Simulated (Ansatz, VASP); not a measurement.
## Two plane-wave programs on Al3Ni5

The input INCAR:

```
PREC     = Accurate       # precision mode
ENCUT    = 520            # plane-wave cutoff, eV
EDIFF    = 1E-7           # SCF threshold, eV
ISMEAR   = 0              # smearing method
SIGMA    = 0.15           # smearing width, eV
LREAL    = F              # projectors in reciprocal space
LASPH    = T              # aspherical terms in the spheres
NELM     = 80             # most SCF steps
ALGO     = Fast           # electronic algorithm
ISIF     = 2              # what is computed and relaxed
LWAVE    = F              # write WAVECAR
LCHARG   = F              # write CHGCAR
GGA      = PS             # functional
NBANDS   = 40             # bands
```

KPOINTS

```
regular mesh
0
Gamma
  8 8 10
```

POSCAR

```
Al3Ni5
1.0
    3.2933322760     -3.4704213413      0.0000000000
    3.2933322760      3.4704213413      0.0000000000
    0.0000000000      0.0000000000      3.7203545651
Al Ni
3 5
Direct
    0.5000000000      0.5000000000      0.0000000000
    0.7796888787      0.2203111213      0.5000000000
    0.2203111213      0.7796888787      0.5000000000
    0.0000000000      0.0000000000      0.0000000000
    0.0000000000      0.5000000000      0.0000000000
    0.5000000000      0.0000000000      0.0000000000
    0.2762373066      0.2762373066      0.5000000000
    0.7237626934      0.7237626934      0.5000000000
```

Input for Ansatz:

```yaml
crystal:
  lattice:
    - [3.293332276, -3.4704213413, 0.0]
    - [3.293332276, 3.4704213413, 0.0]
    - [0.0, 0.0, 3.7203545651]
  atoms:
    - { symbol: Al, position: [0.5, 0.5, 0.0] }
    - { symbol: Al, position: [0.7796888787, 0.2203111213, 0.5] }
    - { symbol: Al, position: [0.2203111213, 0.7796888787, 0.5] }
    - { symbol: Ni, position: [0.0, 0.0, 0.0] }
    - { symbol: Ni, position: [0.0, 0.5, 0.0] }
    - { symbol: Ni, position: [0.5, 0.0, 0.0] }
    - { symbol: Ni, position: [0.2762373066, 0.2762373066, 0.5] }
    - { symbol: Ni, position: [0.7237626934, 0.7237626934, 0.5] }
basis:
  ecutwfc: "700 eV"
kpoints:
  mp_grid: { grid: [8, 8, 10] }
hamiltonian:
  xc: pbesol
scf:
  occupations: { method: gaussian, width: 0.15 }
output:
  forces: true
  eigenvalues: true
  stress: true
```

Alike in both runs: task single point; functional PBEsol; k mesh 8 × 8 × 10; occupations gaussian, width 0.15 eV; no spin polarisation.

```csv
,VASP,Ansatz
version,VASP 6.6.1,Ansatz 0.2.0
potentials or method,"VASP PAW PBE potentials, release 64 (Al, Ni), cutoff 520 eV","scalar-relativistic, plane waves, PAW"
valence electrons in the cell,59,99
```

|  | VASP | Ansatz | Ansatz less VASP |
| --- | --- | --- | --- |
| gap on the k mesh at the Fermi level (eV) | none | none | - |
| pressure (GPa) | 13.6 | 13.5 | -0.15 |
| traceless stress, the component that is largest in VASP (GPa) | 5.18 | 5.27 | +0.086 |
| rms of the force components (eV/Å) | 0.040 | 0.038 | -0.0016 |

VASP's potentials were made for PBE, not for PBEsol. Atom by atom the forces differ by 0.004 eV/Å (rms over components). A gap of «none» marks a metal or a gap that the smearing closes. VASP's potentials hold 59 valence electrons a cell and Ansatz's 99, so a difference there can come from the potentials and not from the codes.
